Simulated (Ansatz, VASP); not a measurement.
**Two plane-wave programs on AlN**

```
Al N
1.0
     3.11100    0.00000    0.00000
    -1.55550    2.69421    0.00000
     0.00000    0.00000    4.97800
Al N
2 2
Direct
  0.33333 0.66667 0.00000
  0.66667 0.33333 0.50000
  0.33333 0.66667 0.38500
  0.66667 0.33333 0.88500
```

Alike in both runs: task single point; functional PBE; k mesh 6 × 6 × 4; occupations gaussian, width 0.1 eV; no spin polarisation.

|  | VASP | Ansatz |
| --- | --- | --- |
| version | VASP 6.6.1 | Ansatz 0.2.0 |
| potentials or method | VASP PAW PBE potentials, release 64 (Al, N), cutoff 520 eV | scalar-relativistic, plane waves, PAW |
| valence electrons in the cell | 16 | 16 |

|  | VASP | Ansatz | Ansatz less VASP |
| --- | --- | --- | --- |
| gap on the k mesh at the Fermi level (eV) | 4.16 | 4.15 | -0.011 |
| least direct gap on the mesh (eV) | 4.16 | 4.15 | -0.011 |
| pressure (GPa) | 3.8 | 4.0 | +0.25 |
| traceless stress, the component that is largest in VASP (GPa) | -1.22 | -1.25 | -0.034 |
| rms of the force components (eV/Å) | 0.104 | 0.103 | -0.0007 |

Atom by atom the forces differ by 0.001 eV/Å (rms over components).
